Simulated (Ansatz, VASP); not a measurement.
HfO2: VASP beside Ansatz

The input POSCAR:

```
HfO2
1.0
    0.0000000000      2.5291823181      2.5291823181
    2.5291823181      0.0000000000      2.5291823181
    2.5291823181      2.5291823181      0.0000000000
Hf O
1 2
Direct
    0.0000000000      0.0000000000      0.0000000000
    0.2500000000      0.2500000000      0.2500000000
    0.7500000000      0.7500000000      0.7500000000
```

File INCAR.step1:

```
PREC = Accurate ; ENCUT = 520
EDIFF = 1E-5 ; ISMEAR = 0
SIGMA = 0.01 ; LREAL = False
LASPH = True ; NELM = 80
ALGO = Normal ; ISIF = 2
LWAVE = True ; LCHARG = False
NBANDS = 18 ; GGA = PE
```

INCAR.step2

```
PREC = Accurate ; ENCUT = 520
EDIFF = 1E-6 ; ISMEAR = 0
SIGMA = 0.01 ; LREAL = False
LASPH = True ; NELM = 80
ALGO = Normal ; ISIF = 2
LWAVE = False ; LCHARG = False
GGA = PE ; LHFCALC = True
AEXX = 0.35 ; HFSCREEN = 0.3
PRECFOCK = Normal ; NBANDS = 18
ISTART = 1
```

KPOINTS

```
regular mesh
0
Gamma
  4 4 4
```

Input for Ansatz:

```yaml
crystal:
  lattice:
    - [0.0, 2.5291823181, 2.5291823181]
    - [2.5291823181, 0.0, 2.5291823181]
    - [2.5291823181, 2.5291823181, 0.0]
  atoms:
    - { symbol: Hf, position: [0.0, 0.0, 0.0] }
    - { symbol: O, position: [0.25, 0.25, 0.25] }
    - { symbol: O, position: [0.75, 0.75, 0.75] }
kpoints:
  mp_grid: { grid: [4, 4, 4] }
hamiltonian:
  xc: { exchange: pbe, correlation: pbe, exx: { coeff: 0.35, omega: 0.3 } }
scf:
  occupations: { method: fixed }
  n_extra_bands: 4
output:
  forces: true
  stress: true
  eigenvalues: true
```

Alike in both runs: task single point; functional PBE-based screened hybrid; k mesh 4 × 4 × 4; no spin polarisation.

|  | VASP | Ansatz |
| --- | --- | --- |
| version | VASP 6.6.1 | Ansatz 0.2.0 |
| potentials or method | VASP PAW PBE potentials, release 64 (Hf_pv, O) | plane waves |
| plane-wave cutoff (eV) | 520 | 420 |
| occupations | gaussian, width 0.01 eV | fixed |
| valence electrons in the cell | 22 | 38 |

Ansatz gave:

| Property | Result |
| --- | --- |
| gap on the k mesh at the Fermi level (eV) | 5.71 |
| pressure (GPa) | -2.4 |

Q: What did VASP give for the same quantities?

A: gap on the k mesh at the Fermi level (eV): 5.64; pressure (GPa): -7.7.

VASP's potentials were made for PBE, not for PBE-based screened hybrid. One of these differences is far larger than is usual between the two programs; its cause wasn't traced. VASP's potentials hold 22 valence electrons a cell and Ansatz's 38, so a difference there can come from the potentials and not from the codes. Ansatz's warnings: stress exchange threshold loose, stress scf threshold loose.

The k mesh is coarse, so the values compare programs but aren't converged. Neither program's run includes spin-orbit coupling.
